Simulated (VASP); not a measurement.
Set up this calculation in VASP 6.6.1, as the native input.

```
Task                   : single point
Functional             : PBE
Potentials or basis    : VASP PAW PBE potentials, release 64 (P)
Cutoff                 : 520 eV
k mesh                 : 6 × 6 × 6
Occupations            : gaussian, width 0.1 eV
Spin                   : no spin polarisation
Dipole correction      : no
Further INCAR settings : ALGO = Normal; EDIFF = 1e-06; NBANDS = 12
```

The structure of P lies in POSCAR:

```
P
1.0
    1.7213088670     -1.7213282742      0.0000000000
    1.7213088670      1.7213282742      0.0000000000
    0.0000000000      0.0000000000      4.9445741274
P
2
Direct
    0.5000000000      0.5000000000      0.2499993493
    0.5000000000      0.5000000000      0.7500006507
```

The cell was built from a structure type or drawn by symmetry, and may not be a known phase.

The input as run:

INCAR

```
SYSTEM = P
ALGO = Normal ; EDIFF = 1E-6
ENCUT = 520 ; GGA = PE
ISIF = 2 ; ISMEAR = 0
LASPH = .TRUE. ; LCHARG = .FALSE.
LREAL = .FALSE. ; LWAVE = .FALSE.
NBANDS = 12 ; NELM = 100
PREC = Accurate ; SIGMA = 0.1
```

KPOINTS

```
k-points
0
G
  6 6 6
  0 0 0
```

Potentials or basis: VASP PAW PBE potentials, release 64 (P).

Run with:

```bash
$ cat potpaw_PBE.64/P/POTCAR > POTCAR
$ mpirun -np 1 vasp_std > vasp.out
```

Results of the run:

| Item | Value |
| --- | --- |
| Pressure | -0.2 GPa |
| Band gap on the k mesh | zero (bands 5 and 6 overlap by 10.30 eV) |

Caveat: the k points lie up to 0.43 Å⁻¹ apart, too coarse for converged energies and pressures of a metal.

Run time: 12 s on 1 thread of Intel Xeon 8259CL (shared host), peak memory 0.14 GiB.
